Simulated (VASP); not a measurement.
Crystal: Si4W.

```
Si W
1.0
    -2.70117    2.70117    2.70117
     2.70117   -2.70117    2.70117
     2.70117    2.70117   -2.70117
Si W
4 1
Direct
  0.50000 0.50000 0.50000
  0.00000 0.00000 0.50000
  0.00000 0.50000 0.00000
  0.50000 0.00000 0.00000
  0.00000 0.00000 0.00000
```

```yaml
Program: VASP 6.6.1
Task: relaxation of cell and atoms
Functional: PBE
Potentials_or_basis: VASP PAW PBE potentials, release 64 (Si, W_sv)
Cutoff: 600 eV
k_mesh: 4 × 4 × 4
Occupations: gaussian, width 0.1 eV
Spin: no spin polarisation
```

At the start: pressure 19.7 GPa; volume 15.77 Å³/atom.

How do energy, volume and symmetry change on relaxing?

Over 5 steps the energy falls by 107.4 meV/atom and the volume is 17.71 Å³/atom (+12.3 %); space group Im-3m (No. 229, to 0.05 Å).

The path:
```tsv
step	energy change (eV)	largest force (eV/Å)	pressure (GPa)	volume (Å³)
1	0.0000	0.0000	19.66	78.83
2	-0.0241	0.0000	-11.59	103.03
3	-0.5321	0.0000	-1.24	89.80
4	-0.5363	0.0000	-0.50	89.03
5	-0.5371	0.0000	0.07	88.55
```

Final structure:
```xyz
5
Lattice="-2.8078 2.8078 2.8078 2.8078 -2.8078 2.8078 2.8078 2.8078 -2.8078" Properties=species:S:1:pos:R:3 pbc="T T T"
Si    1.4039    1.4039    1.4039
Si    1.4039    1.4039   -1.4039
Si    1.4039   -1.4039    1.4039
Si   -1.4039    1.4039    1.4039
W     0.0000    0.0000    0.0000
```

Caveat: the k points lie up to 0.40 Å⁻¹ apart in the final cell.
